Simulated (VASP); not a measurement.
Write the native input for VASP 6.6.1 that does the following.

```
Task                               : single point
Functional                         : PBE0
Potentials or basis                : VASP PAW PBE potentials, release 64 (Ba_sv, Te)
Cutoff                             : 520 eV
k mesh                             : 4 × 4 × 4
Occupations                        : fermi-dirac, width 0.05 eV
Spin                               : no spin polarisation
Dipole correction                  : no
Grid for exact exchange (PRECFOCK) : Normal
Further INCAR settings             : ALGO = Normal; EDIFF = 1e-06; NBANDS = 15
Share of exact exchange            : 0.25
```

BaTe:

```xyz
2
Lattice="0.0000 3.3404 3.3404 3.3404 0.0000 3.3404 3.3404 3.3404 0.0000" Properties=species:S:1:pos:R:3 pbc="T T T"
Ba    0.0000    0.0000    0.0000
Te    3.3404    3.3404    3.3404
```

One way to write it, as run:

POSCAR

```
BaTe
1.0
    0.0000000000      3.3403886307      3.3403886307
    3.3403886307      0.0000000000      3.3403886307
    3.3403886307      3.3403886307      0.0000000000
Ba Te
1 1
Direct
    0.0000000000      0.0000000000      0.0000000000
    0.5000000000      0.5000000000      0.5000000000
```

INCAR.step1

```
SYSTEM = BaTe
  ALGO = Normal
  EDIFF = 1E-5
  ENCUT = 520
  GGA = PE
  ISIF = 2
  ISMEAR = -1
  LASPH = .TRUE.
  LCHARG = .FALSE.
  LREAL = .FALSE.
  LWAVE = .TRUE.
  NBANDS = 15
  NELM = 60
  PREC = Accurate
  SIGMA = 0.05
```

INCAR.step2

```
SYSTEM = BaTe
  AEXX = 0.25
  ALGO = Normal
  EDIFF = 1E-6
  ENCUT = 520
  GGA = PE
  ISIF = 2
  ISMEAR = -1
  ISTART = 1
  LASPH = .TRUE.
  LCHARG = .FALSE.
  LHFCALC = .TRUE.
  LREAL = .FALSE.
  LWAVE = .FALSE.
  NBANDS = 15
  NELM = 60
  PREC = Accurate
  PRECFOCK = Normal
  SIGMA = 0.05
```

KPOINTS

```
k-points
0
G
  4 4 4
  0 0 0
```

Potentials or basis: VASP PAW PBE potentials, release 64 (Ba_sv, Te).

Launch:

```sh
$ cat potpaw_PBE.64/Ba_sv/POTCAR potpaw_PBE.64/Te/POTCAR > POTCAR
$ cp INCAR.step1 INCAR
$ mpirun -np 1 vasp_std > vasp.out
$ cp INCAR.step2 INCAR
$ mpirun -np 1 vasp_std > vasp.out
```

It gave:

```yaml
Pressure: 7.2 GPa
Band_gap_on_the_k_mesh: 2.53 eV (least direct gap 2.96 eV)
```

Caveat: the cell stands under pressure; the PAW data sets were made with another functional, which shifts forces and pressure a little; spin-orbit coupling is left out, which moves the levels of the heavy elements.

It took 14 min on 1 thread of Intel Xeon 8259CL, on a shared host, peak memory 0.22 GiB.
